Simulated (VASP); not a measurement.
# AlInC4 (C2/m) in VASP: single point with r2SCAN

Aim: the single point of AlInC4 with r2SCAN.

Program: VASP 6.6.1. These are calculated values, not measurements. Logs are shortened: lines on timing, memory, paths and dates and some standing lists are left out, and cuts for length are marked.

**1. The cell of the first run**

It takes space group C2/m (No. 12, monoclinic). The conventional cell has a = 12.481 Å, b = 3.884 Å, c = 6.633 Å, α = 90.00°, β = 107.74°, γ = 90.00°. In (site symmetry m) has 6 C at 1.86 to 2.32 Å within 2.5 Å. Within 2.5 Å of Al (site symmetry m) lie 6 C at 1.85 to 2.04 Å. C (site symmetry m) has 1 Al at 1.85 Å and 1 In at 1.86 Å within 2.5 Å. C (site symmetry m) has 3 Al at 2.00 to 2.04 Å and 1 In at 2.22 Å and 5 C at 2.57 to 2.64 Å within 2.7 Å. C (site symmetry m) has 1 Al at 1.89 Å and 2 In at 1.94 to 2.32 Å within 2.5 Å. C (site symmetry m) has 2 In at 2.02 Å and 1 Al at 2.04 Å and 10 C at 2.57 to 3.07 Å within 3.1 Å.

**2. Single point, r2SCAN**

POSCAR reads:

```
AlInC4
1.0
    0.0000000000      3.8838170000      0.0000000000
    6.2407470000     -1.9419080000      0.0000000000
    2.0211070000      0.0000000000     -6.3177240000
In Al C
2 2 8
Direct
    0.1055000000      0.2110000000      0.7673000000
    0.8945000000      0.7890000000      0.2327000000
    0.1996000000      0.3992000000      0.1824000000
    0.8004000000      0.6008000000      0.8176000000
    0.1410000000      0.2820000000      0.4740000000
    0.8590000000      0.7180000000      0.5260000000
    0.2620000000      0.5240000000      0.8600000000
    0.7380000000      0.4760000000      0.1400000000
    0.0580000000      0.1160000000      0.1340000000
    0.9420000000      0.8840000000      0.8660000000
    0.6400000000      0.2800000000      0.8000000000
    0.3600000000      0.7200000000      0.2000000000
```

INCAR.step1 reads:

```
SYSTEM = AlInC4
  PREC = Accurate
  ENCUT = 520
  ISMEAR = -1
  SIGMA = 0.1
  LREAL = .FALSE.
  LASPH = .TRUE.
  NELM = 80
  NBANDS = 44
  GGA = PE
  ALGO = Normal
  EDIFF = 1E-4
  LWAVE = .TRUE.
  LCHARG = .FALSE.
```

INCAR.step2 reads:

```
SYSTEM = AlInC4
  PREC = Accurate
  ENCUT = 520
  EDIFF = 1E-6
  ISMEAR = -1
  SIGMA = 0.1
  LREAL = .FALSE.
  LASPH = .TRUE.
  NELM = 80
  ALGO = Normal
  ISIF = 2
  LWAVE = .FALSE.
  LCHARG = .TRUE.
  METAGGA = R2SCAN
  LMIXTAU = .TRUE.
  LELF = .TRUE.
  LVHAR = .TRUE.
  NBANDS = 44
  ISTART = 1
```

KPOINTS reads:

```
Automatic mesh
0
G
  5 5 3
  0 0 0
```

Potentials or basis: VASP PAW PBE potentials, release 64 (In_d, Al, C).

Started as:

```sh
cat potpaw_PBE.64/In_d/POTCAR potpaw_PBE.64/Al/POTCAR potpaw_PBE.64/C/POTCAR > POTCAR
cp INCAR.step1 INCAR
mpirun -np 1 vasp_std > vasp.out
cp INCAR.step2 INCAR
mpirun -np 1 vasp_std > vasp.out
```

OUTCAR:

```text
SYSTEM = AlInC4
   PREC = Accurate
   ENCUT = 520
   EDIFF = 1E-6
   ISMEAR = -1
   LREAL = .FALSE.
   LASPH = .TRUE.
   NELM = 80
   ISIF = 2
   METAGGA = R2SCAN
   ISTART = 1

 ion  position               nearest neighbor table
   1  0.105  0.211  0.767-   5 1.86  10 1.94  11 2.02  11 2.02   7 2.22   9 2.32   4 3.21   4 3.21
                             3 3.31   2 3.39
   2  0.895  0.789  0.233-   6 1.86   9 1.94  12 2.02  12 2.02   8 2.22  10 2.32   3 3.21   3 3.21
                             4 3.31   1 3.39
   3  0.200  0.399  0.182-   5 1.85   9 1.89   8 2.00   8 2.00  12 2.04   7 2.04   4 3.06   4 3.06
                             2 3.21   2 3.21   1 3.31
   4  0.800  0.601  0.818-   6 1.85  10 1.89   7 2.00   7 2.00  11 2.04   8 2.04   3 3.06   3 3.06
                             1 3.21   1 3.21   2 3.31
   5  0.141  0.282  0.474-   3 1.85   1 1.86
   6  0.859  0.718  0.526-   4 1.85   2 1.86
   7  0.262  0.524  0.860-   4 2.00   4 2.00   3 2.04   1 2.22
   8  0.738  0.476  0.140-   3 2.00   3 2.00   4 2.04   2 2.22
   9  0.058  0.116  0.134-   3 1.89   2 1.94   1 2.32
  10  0.942  0.884  0.866-   4 1.89   1 1.94   2 2.32
  11  0.640  0.280  0.800-   1 2.02   1 2.02   4 2.04
  12  0.360  0.720  0.200-   2 2.02   2 2.02   3 2.04

  LATTYP: Found a base centered monoclinic cell.
 ALAT       =    12.4814940000
 B/A-ratio  =     0.3111660351
 C/A-ratio  =     0.5314377646
 COS(beta)  =    -0.3046985035

  Lattice vectors:

 A1 = (  -6.2407470000,  -1.9419090000,   0.0000000000)
 A2 = (  -6.2407470000,   1.9419080000,   0.0000000000)
 A3 = (   2.0211070000,   0.0000000000,  -6.3177240000)

Analysis of symmetry for initial positions (statically):
=====================================================================
 Subroutine PRICEL returns:
 Original cell was already a primitive cell.

 Routine SETGRP: Setting up the symmetry group for a
 base centered monoclinic supercell.

 Subroutine GETGRP returns: Found  4 space group operations
 (whereof  4 operations were pure point group operations)
 out of a pool of  4 trial point group operations.

The static configuration has the point symmetry C_2h.

Analysis of symmetry for dynamics (positions and initial velocities):
=====================================================================
 Subroutine PRICEL returns:
 Original cell was already a primitive cell.

 Routine SETGRP: Setting up the symmetry group for a
 base centered monoclinic supercell.

 Subroutine GETGRP returns: Found  4 space group operations
 (whereof  4 operations were pure point group operations)
 out of a pool of  4 trial point group operations.

The dynamic configuration has the point symmetry C_2h.

 Subroutine INISYM returns: Found  4 space group operations
 (whereof  4 operations are pure point group operations),
 and found     1 'primitive' translations

----------------------------------------------------------------------------------------

                                     Primitive cell

  volume of cell :     153.1285

  direct lattice vectors                    reciprocal lattice vectors
     0.000000000  3.883817000  0.000000000     0.080118593  0.257478661  0.025630789
     6.240747000 -1.941908000  0.000000000     0.160237228  0.000000000  0.051261591
     2.021107000  0.000000000 -6.317724000     0.000000000  0.000000000 -0.158284851

  length of vectors
     3.883817000  6.535895486  6.633137270     0.270871163  0.168237094  0.158284851

  position of ions in fractional coordinates (direct lattice)
     0.105500000  0.211000000  0.767300000
     0.894500000  0.789000000  0.232700000
     0.199600000  0.399200000  0.182400000
     0.800400000  0.600800000  0.817600000
     0.141000000  0.282000000  0.474000000
     0.859000000  0.718000000  0.526000000
     0.262000000  0.524000000  0.860000000
     0.738000000  0.476000000  0.140000000
     0.058000000  0.116000000  0.134000000
     0.942000000  0.884000000  0.866000000
     0.640000000  0.280000000  0.800000000
     0.360000000  0.720000000  0.200000000

  ion indices of the primitive-cell ions
   primitive index   ion index
                 1           1
                 2           2
                 3           3
                 4           4
                 5           5
                 6           6
                 7           7
                 8           8
                 9           9
                10          10
                11          11
                12          12

----------------------------------------------------------------------------------------

 KPOINTS: Automatic mesh

Automatic generation of k-mesh.
 Grid dimensions read from file:
 generate k-points for:    5    5    3

 Generating k-lattice:

  Cartesian coordinates                     Fractional coordinates (reciprocal lattice)
     0.016023719  0.051495732  0.005126158     0.200000000 -0.000000000  0.000000000
     0.032047446  0.000000000  0.010252318     0.000000000  0.200000000 -0.000000000
     0.000000000  0.000000000 -0.052761617     0.000000000  0.000000000  0.333333333

  Length of vectors
     0.054174233  0.033647419  0.052761617

  Shift w.r.t. Gamma in fractional coordinates (k-lattice)
     0.000000000  0.000000000  0.000000000

 Subroutine IBZKPT returns following result:
 ===========================================

 Found     24 irreducible k-points:

 Following reciprocal coordinates:
            Coordinates               Weight
  0.000000  0.000000  0.000000      1.000000
  0.200000  0.000000  0.000000      4.000000
  0.400000  0.000000  0.000000      4.000000
  0.000000  0.200000  0.000000      2.000000
  0.200000  0.200000  0.000000      4.000000
  0.400000  0.200000  0.000000      4.000000
[... 16 lines left out ...]
  0.200000 -0.400000  0.333333      4.000000
  0.000000 -0.200000  0.333333      2.000000
   k-points           NKPTS =     24   k-points in BZ     NKDIM =     24   number of bands    NBANDS=     44
   number of dos      NEDOS =    301   number of ions     NIONS =     12
   total plane-waves  NPLWV =  75000
   dimension x,y,z NGX =    30 NGY =   50 NGZ =   50
   dimension x,y,z NGXF=    60 NGYF=  100 NGZF=  100
   ions per type =               2   2   8
   NGX,Y,Z   is equivalent  to a cutoff of  12.84, 12.72, 12.53 a.u.
   NGXF,Y,Z  is equivalent  to a cutoff of  25.68, 25.44, 25.06 a.u.
 SYSTEM =  AlInC4
   PREC   = accura    normal or accurate (medium, high low for compatibility)
   ISTART =      1    job   : 0-new  1-cont  2-samecut
   ICHARG =      0    charge: 1-file 2-atom 10-const
   ISPIN  =      1    spin polarized calculation?
   LNONCOLLINEAR =      F non collinear calculations
   LSORBIT =      F    spin-orbit coupling
   LASPH  =      T    aspherical Exc in radial PAW
   ENCUT  =  520.0 eV  38.22 Ry    6.18 a.u.   7.22 12.15 12.33*2*pi/ulx,y,z
   NELM   =     80;   NELMIN=  2; NELMDL=  0     # of ELM steps
   EDIFF  = 0.1E-05   stopping-criterion for ELM
   LREAL  =      F    real-space projection
   EDIFFG = 0.1E-04   stopping-criterion for IOM
   NSW    =      0    number of steps for IOM
   IBRION =     -1    ionic relax: 0-MD 1-quasi-New 2-CG
   NFREE  =      0    steps in history (QN), initial steepest desc. (CG)
   ISIF   =      2    stress and relaxation
   ISYM   =      2    0-nonsym 1-usesym 2-fastsym
   POTIM  = 0.5000    time-step for ionic-motion
   TEBEG  =    0.0;   TEEND  =   0.0 temperature during run
   PSTRESS=    0.0 pullay stress
   NELECT =      64.0000    total number of electrons
   NUPDOWN=      -1.0000    fix difference up-down
   EMIN   =  10.00;   EMAX   =-10.00  energy-range for DOS
   EFERMI =   0.00;   METHOD = LEGACY
   ISMEAR =    -1;   SIGMA  =   0.10  broadening in eV -4-tet -1-fermi 0-gaus
   EFERMI_NEDOS =   21; number of points for ismear=-14 and -15
   IALGO  =     38    algorithm
   IMIX   =      4    mixing-type and parameters
     AMIX     =   0.40;   BMIX     =  1.00
     AMIX_MAG =   1.60;   BMIX_MAG =  1.00
  volume/ion in A,a.u.               =      12.76        86.11
  Fermi-wavevector in a.u.,A,eV,Ry     =   1.224004  2.313032 20.384054  1.498186
  Thomas-Fermi vector in A             =   2.359094
   LORBIT       =      0    0 simple, 1 ext, 2 COOP (PROOUT), +10 PAW based schemes
   METAGGA = R2SCAN    functional components
   LHFCALC =     F    Hartree Fock is set to
   AEXX    =    0.0000 exact exchange contribution
   IVDW    =     0    specifies the selected vdW correction
   LEPSILON=     F    determine dielectric tensor
   LRPA    =     F    only Hartree local field effects (RPA)
 non-spin polarized calculation
  energy-cutoff  :      520.00
  volume of cell :      153.13
 maximum number of plane-waves:      4151
 NGX is ok and might be reduce to    30
   NGX = 15   NGY = 25   NGZ = 25

 number of electron      64.0000003 magnetization

 Free energy of the ion-electron system (eV)
  ---------------------------------------------------
  ext. energy  EPLUGINS =         0.00000000
  ---------------------------------------------------
  free energy    TOTEN  =      -100.01246022 eV

  energy without entropy =      -99.79709992  energy(sigma->0) =      -99.90478007

 E-fermi :   5.1450     XC(G=0): -11.0199

 val. band max:        5.1371499918   @ k =   0.0000   0.0000   0.3333
 cond. band min:       5.1661073820   @ k =   0.4000   0.4000   0.3333
 fundamental gap:      0.0289573903
 Fermi energy:         5.1449934586

 k-point     1 :       0.0000    0.0000    0.0000
  band No.  band energies     occupation
      1     -11.0633      2.00000
      2     -11.0543      2.00000
      3     -10.8065      2.00000
      4     -10.5906      2.00000
      5     -10.0909      2.00000
      6      -9.9777      2.00000
[... 36 lines left out ...]
     43      12.7171      0.00000
     44      12.7592      0.00000
[... 1040 lines left out ...]
      4     -10.6387      2.00000
      5     -10.0163      2.00000
      6      -9.8950      2.00000
[... 36 lines left out ...]
     43      12.5830      0.00000
     44      13.3158      0.00000

------------------------ aborting loop because EDIFF is reached ----------------------------------------

  FORCE on cell =-STRESS in cart. coord.  units (eV):
  Direction    XX          YY          ZZ          XY          YZ          ZX
  --------------------------------------------------------------------------------------
  -------------------------------------------------------------------------------------
  Total       31.7144311     28.4238595     38.2010640      0.0000025      0.0000010     -0.3480934
  in kB      331.8268497    297.3977276    399.6962348      0.0000265      0.0000100     -3.6420877
  external PRESSURE =     342.9736040 kB  Pullay stress =       0.0000000 kB

 VOLUME and BASIS-vectors are now :
 -----------------------------------------------------------------------------
  energy-cutoff  :      520.00
  volume of cell :      153.13
      direct lattice vectors                 reciprocal lattice vectors
     0.000000000  3.883817000  0.000000000     0.080118593  0.257478661  0.025630789
     6.240747000 -1.941908000  0.000000000     0.160237228  0.000000000  0.051261591
     2.021107000  0.000000000 -6.317724000     0.000000000  0.000000000 -0.158284851

 POSITION                                       TOTAL-FORCE (eV/Angst)
 -----------------------------------------------------------------------------------
      2.86759      0.00000     -4.84759         1.344688      0.000000     -3.143397
      5.39426      1.94191     -1.47013        -1.344688     -0.000000      3.143397
      2.85996      0.00000     -1.15235         0.832290      0.000000      0.690947
      5.40190      1.94191     -5.16537        -0.832290     -0.000000     -0.690947
      2.71790      0.00000     -2.99460        -0.225427      0.000000      4.965928
      5.54396      1.94191     -3.32312         0.225427     -0.000000     -4.965928
      5.00830      0.00000     -5.43324         1.076157      0.000000      0.748585
      3.25355      1.94191     -0.88448        -1.076157     -0.000000     -0.748585
      0.99475      0.00000     -0.84658         3.001696      0.000000      1.475121
      7.26710      1.94191     -5.47115        -3.001696     -0.000000     -1.475121
      3.36429      1.94191     -5.05418         1.732085      0.000000     -0.195034
      4.89756      0.00000     -1.26354        -1.732085     -0.000000      0.195034
 -----------------------------------------------------------------------------------
    total drift:                                0.000000     -0.000000      0.000000

  FREE ENERGIE OF THE ION-ELECTRON SYSTEM (eV)
  ---------------------------------------------------
  free  energy   TOTEN  =      -100.0124602189 eV

  energy  without entropy=      -99.7970999239  energy(sigma->0) =      -99.90478007
```

Run time: 42 min. Hardware: 1 thread of AMD EPYC, shared host; peak memory 0.33 GiB.

Results:

```yaml
Free_energy: -100.0125 eV
Pressure: 34.3 GPa
Largest_force: 4.971 eV/Å
Band_gap_on_the_k_mesh: zero (bands 32 and 33 overlap by 0.24 eV)
```

Forces in eV/Å, atoms in the order of the input:
```
In   1.345  0.000 -3.143
In  -1.345  0.000  3.143
Al   0.832  0.000  0.691
Al  -0.832  0.000 -0.691
C   -0.225  0.000  4.966
C    0.225  0.000 -4.966
C    1.076  0.000  0.749
C   -1.076  0.000 -0.749
C    3.002  0.000  1.475
C   -3.002  0.000 -1.475
C    1.732  0.000 -0.195
C   -1.732  0.000  0.195
```

Levels at points of the mesh, in eV from the Fermi level:
```csv
k point,band 29,band 30,band 31,band 32,band 33,band 34,band 35,band 36
"(0.00, 0.00, 0.00)",-1.75,-1.06,-0.75,-0.33,0.13,0.34,0.62,0.73
```

Caveat: the cell stands under pressure; the PAW data sets were made with another functional, which shifts forces and pressure a little; spin-orbit coupling is left out, which moves the levels of the heavy elements.
